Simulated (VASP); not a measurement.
# BaO (d3) (Fm-3m) in VASP: further runs

Runs on BaO (d3). Level: PBE+D3(BJ). Tasks: single point, relaxation of cell and atoms.

Everything below comes from runs of VASP 6.6.1. Logs are shortened: lines on timing, memory, paths and dates and some standing lists are left out, and cuts for length are marked.

## (1) The cell of the first run

The structure is cubic, space group Fm-3m (No. 225). Conventional cell: a = 5.581 Å, b = 5.581 Å, c = 5.581 Å, α = 90.00°, β = 90.00°, γ = 90.00°. Ba (site symmetry m-3m) has 6 O at 2.79 Å within 3.7 Å. Within 3.7 Å of O (site symmetry m-3m) lie 6 Ba at 2.79 Å.

## (2) Single point, PBE+D3(BJ)

Contents of INCAR:

```
SYSTEM = BaO
  PREC = Accurate
  ENCUT = 600
  EDIFF = 1E-6
  ISMEAR = 0
  SIGMA = 0.1
  LREAL = .FALSE.
  LASPH = .TRUE.
  NELM = 120
  ALGO = Normal
  ISIF = 2
  LWAVE = .FALSE.
  LCHARG = .FALSE.
  GGA = PE
  IVDW = 12
  NBANDS = 15
  GGA_COMPAT = .FALSE.
```

Contents of KPOINTS:

```
regular mesh
0
G
  6 6 6
  0 0 0
```

Contents of POSCAR:

```
BaO
1.0
    0.0000000000      2.7903917100      2.7903917100
    2.7903917100      0.0000000000      2.7903917100
    2.7903917100      2.7903917100      0.0000000000
Ba O
1 1
Direct
    0.0000000000      0.0000000000      0.0000000000
    0.5000000000      0.5000000000      0.5000000000
```

Potentials or basis: VASP PAW PBE potentials, release 64 (Ba_sv, O).

Run with:

```console
> cat potpaw_PBE.64/Ba_sv/POTCAR potpaw_PBE.64/O/POTCAR > POTCAR
> mpirun -np 1 vasp_std > vasp.out
```

OUTCAR:

```text
SYSTEM = BaO
   PREC = Accurate
   ENCUT = 600
   EDIFF = 1E-6
   ISMEAR = 0
   LREAL = .FALSE.
   LASPH = .TRUE.
   NELM = 120
   ISIF = 2
   GGA = PE
   IVDW = 12
 IVDW          = 12

 ion  position               nearest neighbor table
   1  0.000  0.000  0.000-   2 2.79   2 2.79   2 2.79   2 2.79   2 2.79   2 2.79
   2  0.500  0.500  0.500-   1 2.79   1 2.79   1 2.79   1 2.79   1 2.79   1 2.79

  LATTYP: Found a face centered cubic cell.
 ALAT       =     5.5807834200

  Lattice vectors:

 A1 = (   0.0000000000,   2.7903917100,   2.7903917100)
 A2 = (   2.7903917100,   0.0000000000,   2.7903917100)
 A3 = (   2.7903917100,   2.7903917100,   0.0000000000)

Analysis of symmetry for initial positions (statically):
=====================================================================
 Subroutine PRICEL returns:
 Original cell was already a primitive cell.

 Routine SETGRP: Setting up the symmetry group for a
 face centered cubic supercell.

 Subroutine GETGRP returns: Found 48 space group operations
 (whereof 48 operations were pure point group operations)
 out of a pool of 48 trial point group operations.

The static configuration has the point symmetry O_h .

Analysis of symmetry for dynamics (positions and initial velocities):
=====================================================================
 Subroutine PRICEL returns:
 Original cell was already a primitive cell.

 Routine SETGRP: Setting up the symmetry group for a
 face centered cubic supercell.

 Subroutine GETGRP returns: Found 48 space group operations
 (whereof 48 operations were pure point group operations)
 out of a pool of 48 trial point group operations.

The dynamic configuration has the point symmetry O_h .

 Subroutine INISYM returns: Found 48 space group operations
 (whereof 48 operations are pure point group operations),
 and found     1 'primitive' translations

----------------------------------------------------------------------------------------

                                     Primitive cell

  volume of cell :      43.4536

  direct lattice vectors                    reciprocal lattice vectors
     0.000000000  2.790391710  2.790391710    -0.179186312  0.179186312  0.179186312
     2.790391710  0.000000000  2.790391710     0.179186312 -0.179186312  0.179186312
     2.790391710  2.790391710  0.000000000     0.179186312  0.179186312 -0.179186312

  length of vectors
     3.946209801  3.946209801  3.946209801     0.310359797  0.310359797  0.310359797

  position of ions in fractional coordinates (direct lattice)
     0.000000000  0.000000000  0.000000000
     0.500000000  0.500000000  0.500000000

  ion indices of the primitive-cell ions
   primitive index   ion index
                 1           1
[... 78 lines left out ...]
   EFERMI =   0.00;   METHOD = LEGACY
   ISMEAR =     0;   SIGMA  =   0.10  broadening in eV -4-tet -1-fermi 0-gaus
   EFERMI_NEDOS =   21; number of points for ismear=-14 and -15
   IALGO  =     38    algorithm
   IMIX   =      4    mixing-type and parameters
     AMIX     =   0.40;   BMIX     =  1.00
     AMIX_MAG =   1.60;   BMIX_MAG =  1.00
  volume/ion in A,a.u.               =      21.73       146.62
  Fermi-wavevector in a.u.,A,eV,Ry     =   1.173383  2.217372 18.732866  1.376827
  Thomas-Fermi vector in A             =   2.309797
   LORBIT       =      0    0 simple, 1 ext, 2 COOP (PROOUT), +10 PAW based schemes
   GGA     = PE    functional components
   LHFCALC =     F    Hartree Fock is set to
   AEXX    =    0.0000 exact exchange contribution
   IVDW    =    12    specifies the selected vdW correction
   LEPSILON=     F    determine dielectric tensor
   LRPA    =     F    only Hartree local field effects (RPA)
 non-spin polarized calculation
 Gauss-broadening in eV      SIGMA  =   0.10
  energy-cutoff  :      600.00
  volume of cell :       43.45
 maximum number of plane-waves:      1464
   NGX = 15   NGY = 15   NGZ = 15

 number of electron      16.0000002 magnetization

 Free energy of the ion-electron system (eV)
  ---------------------------------------------------
  ext. energy  EPLUGINS =         0.00000000
  ---------------------------------------------------
  free energy    TOTEN  =       -11.80797577 eV

  energy without entropy =      -11.80797577  energy(sigma->0) =      -11.80797577

 E-fermi :   2.1621     XC(G=0):  -9.5159

 val. band max:        1.7204364167   @ k =   0.5000   0.5000   0.0000
 cond. band min:       3.7698155185   @ k =   0.5000   0.5000   0.0000
 fundamental gap:      2.0493791018
 Fermi energy:         2.1620640260

 k-point     1 :       0.0000    0.0000    0.0000
  band No.  band energies     occupation
      1     -24.1921      2.00000
      2     -13.2295      2.00000
      3      -8.7471      2.00000
      4      -8.7471      2.00000
      5      -8.7471      2.00000
      6       1.4360      2.00000
      7       1.4360      2.00000
      8       1.4360      2.00000
      9       5.1718      0.00000
     10       6.4156      0.00000
     11       6.4156      0.00000
     12       6.4156      0.00000
     13       8.6251      0.00000
     14       8.6251      0.00000
[... 257 lines left out ...]
      2     -13.5195      2.00000
      3      -9.9375      2.00000
      4      -9.5197      2.00000
      5      -8.9373      2.00000
      6       0.7381      2.00000
      7       1.5080      2.00000
      8       1.6106      2.00000
      9       5.0320      0.00000
     10       7.8695      0.00000
     11       8.2876      0.00000
     12      11.1086      0.00000
     13      11.3266      0.00000
     14      13.5974      0.00000
     15      13.8701      0.00000

------------------------ aborting loop because EDIFF is reached ----------------------------------------

 Edisp (eV)   -0.44291

 E8    (eV) :    -0.2290

  FORCE on cell =-STRESS in cart. coord.  units (eV):
  Direction    XX          YY          ZZ          XY          YZ          ZX
  --------------------------------------------------------------------------------------
  -------------------------------------------------------------------------------------
  Total      -0.12107    -0.12107    -0.12107     0.00000     0.00000    -0.00000
  in kB      -4.46401    -4.46401    -4.46401     0.00000     0.00000    -0.00000
  external pressure =       -4.46 kB  Pullay stress =        0.00 kB

 VOLUME and BASIS-vectors are now :
 -----------------------------------------------------------------------------
  energy-cutoff  :      600.00
  volume of cell :       43.45
      direct lattice vectors                 reciprocal lattice vectors
     0.000000000  2.790391710  2.790391710    -0.179186312  0.179186312  0.179186312
     2.790391710  0.000000000  2.790391710     0.179186312 -0.179186312  0.179186312
     2.790391710  2.790391710  0.000000000     0.179186312  0.179186312 -0.179186312

 POSITION                                       TOTAL-FORCE (eV/Angst)
 -----------------------------------------------------------------------------------
      0.00000      0.00000      0.00000         0.000000      0.000000      0.000000
      2.79039      2.79039      2.79039         0.000000      0.000000      0.000000
 -----------------------------------------------------------------------------------
    total drift:                                0.000000     -0.000000      0.000000

  FREE ENERGIE OF THE ION-ELECTRON SYSTEM (eV)
  ---------------------------------------------------
  free  energy   TOTEN  =       -12.2508864349 eV

  energy  without entropy=      -12.2508864349  energy(sigma->0) =      -12.25088643
```

Wall time 24 s (1 thread of AMD EPYC 7R43 (Zen 3), shared host); peak memory 0.15 GiB.

What came out:

* Free energy: -12.2509 eV
* Pressure: -0.4 GPa
* Band gap on the k mesh: 2.05 eV, direct
* Dispersion energy per atom: -0.221 eV

Caveat: spin-orbit coupling is left out, which moves the levels of the heavy elements.

## (3) Single point, PBE+D3(BJ)

This run uses another cell than the first one, of 21.13 Å³/atom, 0.972 times its volume.

Contents of INCAR:

```
PREC = Accurate ; ENCUT = 600
EDIFF = 1E-6 ; ISMEAR = 0
SIGMA = 0.02 ; LREAL = F
LASPH = T ; NELM = 120
ALGO = Normal ; ISIF = 2
LWAVE = F ; LCHARG = F
GGA = PE ; IVDW = 12
NBANDS = 15 ; GGA_COMPAT = F
```

Contents of KPOINTS:

```
Automatic mesh
0
Gamma
  8 8 8
```

Contents of POSCAR:

```
BaO
1.0
    0.0000000000      2.7644660909      2.7644660909
    2.7644660909      0.0000000000      2.7644660909
    2.7644660909      2.7644660909      0.0000000000
Ba O
1 1
Direct
    0.0000000000      0.0000000000      0.0000000000
    0.5000000000      0.5000000000      0.5000000000
```

Potentials or basis: VASP PAW PBE potentials, release 64 (Ba_sv, O).

Run with:

```console
> cat potpaw_PBE.64/Ba_sv/POTCAR potpaw_PBE.64/O/POTCAR > POTCAR
> mpirun -np 1 vasp_std > vasp.out
```

It took 35 s on 1 thread of AMD EPYC 7R43 (Zen 3), shared host; peak memory 0.16 GiB.

The run converged. Its results:

```
Free energy                : -12.2456 eV
Pressure                   : 1.7 GPa
Band gap on the k mesh     : 1.96 eV, direct
Dispersion energy per atom : -0.228 eV
```

Levels at points of the mesh, in eV from the valence-band top:
```tsv
k point	band 6	band 7	band 8	band 9	band 10	band 11
(0.00, 0.00, 0.00)	-0.36	-0.36	-0.36	3.57	4.68	4.68
(0.50, 0.00, 0.00)	-2.02	-1.50	-1.50	4.93	7.17	7.17
(0.50, 0.50, 0.00)	-0.17	-0.17	0.00	1.96	5.99	8.91
```

Caveat: spin-orbit coupling is left out, which moves the levels of the heavy elements.

## (4) Relaxation of cell and atoms, PBE+D3(BJ)

Contents of INCAR:

```
ALGO = Normal
EDIFF = 1E-7
EDIFFG = -0.002
ENCUT = 600
GGA = PE
GGA_COMPAT = False
IBRION = 2
ISIF = 3
ISMEAR = 0
IVDW = 12
LASPH = True
LCHARG = False
LREAL = False
LWAVE = False
NELM = 120
NELMIN = 4
NSW = 100
PREC = Accurate
SIGMA = 0.02
```

Contents of KPOINTS:

```
k-points
0
Gamma
  8 8 8
```

Contents of POSCAR:

```
BaO
1.0
    0.0000000000      2.7903917100      2.7903917100
    2.7903917100      0.0000000000      2.7903917100
    2.7903917100      2.7903917100      0.0000000000
Ba O
1 1
Direct
    0.0000000000      0.0000000000      0.0000000000
    0.5000000000      0.5000000000      0.5000000000
```

Run with:

```console
> cat potpaw_PBE.64/Ba_sv/POTCAR potpaw_PBE.64/O/POTCAR > POTCAR
> mpirun -np 1 vasp_std > vasp.out
```

Wall time 69 s (1 thread of AMD EPYC 7R43 (Zen 3), shared host); peak memory 0.16 GiB.

It converged, with:

* Free energy: -12.2513 eV
* Relaxed volume: 21.59 Å³/atom
* Relaxed cell: a = 3.938 Å, b = 3.938 Å, c = 3.938 Å, α = 60.00°, β = 60.00°, γ = 60.00°
* Space group after relaxing (to 0.05 Å): Fm-3m (No. 225)
* Energy gained by relaxing: 0.2 meV/atom
* Ionic steps: 3
* Pressure after relaxing: 0.0 GPa
* Band gap on the k mesh: 2.03 eV, direct
* Dispersion energy per atom: -0.223 eV

Step by step:
```tsv
step	energy change (eV)	largest force (eV/Å)	pressure (GPa)	volume (Å³)
1	0.0000	0.0000	-0.46	43.45
2	-0.0003	0.0000	0.19	43.06
3	-0.0004	0.0000	0.00	43.17
```

Final structure:
```xyz
2
Lattice="0.0000 2.7844 2.7844 2.7844 0.0000 2.7844 2.7844 2.7844 0.0000" Properties=species:S:1:pos:R:3 pbc="T T T"
Ba    0.0000    0.0000    0.0000
O     2.7844    2.7844    2.7844
```

Levels at points of the mesh, in eV from the valence-band top:
```tsv
k point	band 4	band 5	band 6	band 7	band 8	band 9	band 10	band 11	band 12
(0.00, 0.00, 0.00)	-10.45	-10.45	-0.30	-0.30	-0.30	3.48	4.69	4.69	4.69
(0.50, 0.00, 0.00)	-10.57	-10.57	-1.93	-1.40	-1.40	4.91	7.11	7.11	8.10
(0.50, 0.50, 0.00)	-11.01	-11.01	-0.13	-0.13	0.00	2.03	5.91	8.82	9.29
```

Caveat: spin-orbit coupling is left out, which moves the levels of the heavy elements. A k mesh can miss the band edges.

## (5) Summary

```tsv
task	cell	k mesh	smearing	gap on the mesh (eV)	pressure (GPa)
single point	a = 3.946 Å, angles 60.0°, 2 atoms	6 × 6 × 6	gaussian 0.1 eV	2.05	-0.4
single point	a = 3.910 Å, angles 60.0°, 2 atoms	8 × 8 × 8	gaussian 0.02 eV	1.96	1.7
relaxation of cell and atoms	relaxed from a = 3.946 Å, angles 60.0°, 2 atoms	8 × 8 × 8	gaussian 0.02 eV	2.03	0.0
```

Alike in all rows: level PBE+D3(BJ); potentials or basis VASP PAW PBE potentials, release 64 (Ba_sv, O); no spin polarisation; cutoff (eV) 600.

Caveats: spin-orbit coupling is left out, which moves the levels of the heavy elements.

Absolute energies hang on the potentials; compare differences alone.
